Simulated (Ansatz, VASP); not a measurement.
# Hf3N in VASP and in Ansatz

INCAR

```
SYSTEM = Hf3N
ALGO = Normal
EDIFF = 1E-6
ENCUT = 520
GGA = PE
ISIF = 2
ISMEAR = 0
LASPH = .True.
LCHARG = .True.
LELF = .True.
LREAL = .False.
LVHAR = .True.
LWAVE = .False.
NBANDS = 45
NELM = 100
PREC = Accurate
SIGMA = 0.1
```

File KPOINTS:

```
k-points
0
Gamma
  4 4 4
  0 0 0
```

The input POSCAR:

```
Hf3N
1.0
    0.0000000000      4.4915330200      4.4915330200
    4.4915330200      0.0000000000      4.4915330200
    4.4915330200      4.4915330200      0.0000000000
Hf N
6 2
Direct
    0.7281905400      0.2718094600      0.7281905400
    0.2718094600      0.2718094600      0.7281905400
    0.2718094600      0.7281905400      0.2718094600
    0.2718094600      0.7281905400      0.7281905400
    0.7281905400      0.2718094600      0.2718094600
    0.7281905400      0.7281905400      0.2718094600
    0.5000000000      0.5000000000      0.5000000000
    0.0000000000      0.0000000000      0.0000000000
```

Input for Ansatz:

```yaml
crystal:
  lattice:
    - [0.0, 4.49153302, 4.49153302]
    - [4.49153302, 0.0, 4.49153302]
    - [4.49153302, 4.49153302, 0.0]
  atoms:
    - { symbol: Hf, position: [0.72819054, 0.27180946, 0.72819054] }
    - { symbol: Hf, position: [0.27180946, 0.27180946, 0.72819054] }
    - { symbol: Hf, position: [0.27180946, 0.72819054, 0.27180946] }
    - { symbol: Hf, position: [0.27180946, 0.72819054, 0.72819054] }
    - { symbol: Hf, position: [0.72819054, 0.27180946, 0.27180946] }
    - { symbol: Hf, position: [0.72819054, 0.72819054, 0.27180946] }
    - { symbol: "N", position: [0.5, 0.5, 0.5] }
    - { symbol: "N", position: [0.0, 0.0, 0.0] }
basis:
  ecutwfc: 420
kpoints:
  mp_grid: { grid: [4, 4, 4] }
hamiltonian:
  xc: pbe
scf:
  occupations: { method: gaussian, width: 0.1 }
  lower_state_search: "off"
output:
  forces: true
  stress: true
  eigenvalues: true
```

Change from the starting cell: species swapped into the SnF3 type (Fm-3m, No. 225).

Alike in both runs: task single point; functional PBE; k mesh 4 × 4 × 4; occupations gaussian, width 0.1 eV; no spin polarisation.

```csv
,VASP,Ansatz
version,VASP 6.6.1,Ansatz 0.2.0
potentials or method,"VASP PAW PBE potentials, release 64 (Hf_pv, N), cutoff 520 eV","scalar-relativistic, plane waves, PAW"
valence electrons in the cell,70,166
```

|  | VASP | Ansatz | Ansatz less VASP |
| --- | --- | --- | --- |
| gap on the k mesh at the Fermi level (eV) | none | none | - |
| pressure (GPa) | 1.4 | 2.2 | +0.78 |
| rms of the force components (eV/Å) | 2.056 | 2.127 | +0.0716 |

Atom by atom the forces differ by 0.072 eV/Å (rms over components). A gap of «none» marks a metal or a gap that the smearing closes. With one functional, cell and mesh, what is left measures potentials, basis and numerics. VASP's potentials hold 70 valence electrons a cell and Ansatz's 166, so a difference there can come from the potentials and not from the codes.

Neither program's run includes spin-orbit coupling.
